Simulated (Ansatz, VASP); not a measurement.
**One calculation of MgBe5ZnCdTe8, two programs**

The input INCAR:

```
PREC     = Accurate       # precision mode
ENCUT    = 520            # plane-wave cutoff, eV
EDIFF    = 1E-6           # SCF threshold, eV
ISMEAR   = 0              # smearing method
SIGMA    = 0.02           # smearing width, eV
LREAL    = Auto         
LASPH    = True           # aspherical terms in the spheres
NELM     = 60             # most SCF steps
ALGO     = Normal         # electronic algorithm
ISIF     = 2              # what is computed and relaxed
LWAVE    = False          # write WAVECAR
LCHARG   = False          # write CHGCAR
GGA      = PS             # functional
NBANDS   = 56             # bands
```

The input KPOINTS:

```
regular mesh
0
Gamma
  4 3 3
```

POSCAR

```
MgBe5ZnCdTe8
1.0
   -0.0000340000      0.0043030000     -6.8360010000
    4.1088840000      7.2370870000     -0.0045440000
    4.1087860000     -7.2370290000      0.0045870000
Be Mg Zn Cd Te
5 1 1 1 8
Direct
    0.0013860852      0.1714612154      0.3361069598
    0.0013851029      0.6633265532      0.8279687939
    0.5013963155      0.3373478105      0.6620725473
    0.4991801610      0.3278040676      0.1709899448
    0.4991861546      0.8284154237      0.6716069342
    0.9927108472      0.1700156940      0.8293142510
    0.4982777042      0.8372682663      0.1621621009
    0.9915678996      0.6654765490      0.3338483749
    0.6389127858      0.1813122891      0.3409866911
    0.5913026560      0.1678979539      0.8315097784
    0.5891333185      0.6598919757      0.3395155932
    0.6389127312      0.6584358895      0.8181150590
    0.1398591440      0.3458218120      0.6536080589
    0.1457777446      0.3124331967      0.1766714150
    0.1457801522      0.8226726710      0.6869071123
    0.1136269620      0.8464068384      0.1530202516
```

Input for Ansatz:

```yaml
crystal:
  lattice:
    - [-3.4e-05, 0.004303, -6.836001]
    - [4.108884, 7.237087, -0.004544]
    - [4.108786, -7.237029, 0.004587]
  atoms:
    - { symbol: Be, position: [0.0013860852, 0.1714612154, 0.3361069598] }
    - { symbol: Be, position: [0.0013851029, 0.6633265532, 0.8279687939] }
    - { symbol: Be, position: [0.5013963155, 0.3373478105, 0.6620725473] }
    - { symbol: Be, position: [0.499180161, 0.3278040676, 0.1709899448] }
    - { symbol: Be, position: [0.4991861546, 0.8284154237, 0.6716069342] }
    - { symbol: Mg, position: [0.9927108472, 0.170015694, 0.829314251] }
    - { symbol: Zn, position: [0.4982777042, 0.8372682663, 0.1621621009] }
    - { symbol: Cd, position: [0.9915678996, 0.665476549, 0.3338483749] }
    - { symbol: Te, position: [0.6389127858, 0.1813122891, 0.3409866911] }
    - { symbol: Te, position: [0.591302656, 0.1678979539, 0.8315097784] }
    - { symbol: Te, position: [0.5891333185, 0.6598919757, 0.3395155932] }
    - { symbol: Te, position: [0.6389127312, 0.6584358895, 0.818115059] }
    - { symbol: Te, position: [0.139859144, 0.345821812, 0.6536080589] }
    - { symbol: Te, position: [0.1457777446, 0.3124331967, 0.176671415] }
    - { symbol: Te, position: [0.1457801522, 0.822672671, 0.6869071123] }
    - { symbol: Te, position: [0.113626962, 0.8464068384, 0.1530202516] }
basis:
  ecutwfc: 420
kpoints:
  mp_grid: { grid: [4, 3, 3] }
hamiltonian:
  xc: pbesol
scf:
  occupations: { method: gaussian, width: 0.02 }
  n_extra_bands: 8
output:
  forces: true
  stress: true
  eigenvalues: true
  populations: true
  dos:
    method: { smearing: { sigma: 0.1, scheme: gaussian } }
    projected: true
    de: 0.02
  write_density: true
  write_potential: true
  elf: true
  volumetric_format: npy
```

Alike in both runs: task single point; functional PBEsol; k mesh 4 × 3 × 3; occupations gaussian, width 0.02 eV; no spin polarisation.

|  | VASP | Ansatz |
| --- | --- | --- |
| version | VASP 6.6.1 | Ansatz 0.2.0 |
| potentials or method | VASP PAW PBE potentials, release 64 (Be, Mg, Zn, Cd, Te), cutoff 520 eV | scalar-relativistic, plane waves, PAW |
| valence electrons in the cell | 84 | 180 |

|  | VASP | Ansatz | Ansatz less VASP |
| --- | --- | --- | --- |
| gap on the k mesh at the Fermi level (eV) | 1.59 | 1.60 | +0.013 |
| least direct gap on the mesh (eV) | 1.59 | 1.60 | +0.013 |
| pressure (GPa) | 0.2 | 0.0 | -0.18 |
| traceless stress, the component that is largest in VASP (GPa) | 0.07 | 0.07 | +0.004 |
| rms of the force components (eV/Å) | 0.010 | 0.008 | -0.0014 |

VASP's potentials were made for PBE, not for PBEsol. Atom by atom the forces differ by 0.005 eV/Å (rms over components). With one functional, cell and mesh, what is left measures potentials, basis and numerics. VASP's potentials hold 84 valence electrons a cell and Ansatz's 180, so a difference there can come from the potentials and not from the codes.

Neither program's run includes spin-orbit coupling.
